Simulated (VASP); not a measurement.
Crystal: SnTe.

```
Te Sn
1.0
     0.00000    3.53743    3.53743
     3.53743    0.00000    3.53743
     3.53743    3.53743    0.00000
Te Sn
1 1
Direct
  0.25000 0.25000 0.25000
  0.00000 0.00000 0.00000
```

This cell differs from its parent crystal: volume scaled by 0.94.

Base run:

| Property | Result |
| --- | --- |
| Program | VASP 6.6.1 |
| Functional | PBEsol |
| Potentials or basis | VASP PAW PBE potentials, release 64 (Te, Sn_d) |
| Cutoff | 520 eV |
| k mesh | 7 × 7 × 7 |
| Occupations | fermi-dirac, width 0.05 eV |
| Spin | no spin polarisation |

Its results: band gap on the k mesh 0.13 eV, indirect (least direct gap 0.72 eV); pressure 0.1 GPa.

The run is repeated on the same cell with these changes: functional from PBEsol to r2SCAN. What comes out?

Band gap on the k mesh 0.24 eV, indirect (least direct gap 0.85 eV); pressure 1.1 GPa.

r2SCAN gives the wider gap, since meta-GGAs in the generalised Kohn-Sham scheme recover part of the derivative discontinuity.

Caveats: the PAW data sets were made with another functional, which shifts forces and pressure a little; spin-orbit coupling is left out, which moves the levels of the heavy elements.

A k mesh can miss the band edges.
